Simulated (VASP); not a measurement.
Set up this calculation in VASP 6.6.1, as the native input.

- Task: single point
- Functional: LDA
- Potentials or basis: VASP PAW LDA potentials, release 64 (K_sv, Br)
- Cutoff: 520 eV
- k mesh: 6 × 6 × 4
- Occupations: gaussian, width 0.05 eV
- Spin: no spin polarisation
- Dipole correction: no
- Further INCAR settings: ALGO = Normal; EDIFF = 1e-06; NBANDS = 24

The structure of KBr lies in POSCAR:

```
KBr
1.0
    3.9257624872      0.0000000000      0.0000000000
    0.0000000000      3.9257624872      0.0000000000
    0.0000000000      0.0000000000      7.8515249743
K Br
2 2
Direct
    0.0000000000      0.0000000000      0.0000000000
    0.0000000000      0.0000000000      0.5000000000
    0.4127417919      0.5000000000      0.2500000000
    0.5872582081      0.5000000000      0.7500000000
```

This cell differs from its parent crystal: atoms displaced along a vibrational mode, the cell strained.

The input as run:

INCAR

```
PREC = Accurate
ENCUT = 520
EDIFF = 1E-6
ISMEAR = 0
SIGMA = 0.05
LREAL = F
LASPH = T
NELM = 60
ALGO = Normal
ISIF = 2
LWAVE = F
LCHARG = T
LELF = T
LVHAR = T
NBANDS = 24
```

KPOINTS

```
regular mesh
0
Gamma
  6 6 4
```

Potentials or basis: VASP PAW LDA potentials, release 64 (K_sv, Br).

Launch:

```bash
$ cat potpaw_LDA.64/K_sv/POTCAR potpaw_LDA.64/Br/POTCAR > POTCAR
$ mpirun -np 1 vasp_std > vasp.out
```

Results of the run:

```yaml
Pressure: -0.7 GPa
Largest_force: 0.221 eV/Å
Band_gap_on_the_k_mesh: 3.79 eV (least direct gap 4.00 eV)
```

Caveat: the cell differs from its parent crystal (atoms displaced along a vibrational mode, the cell strained).

Run time: 93 s on 1 thread of Intel(R) Xeon(R) Platinum 8259CL CPU @ 2.50GHz (Skylake/Cascade Lake), on a shared host, peak memory 0.25 GiB.
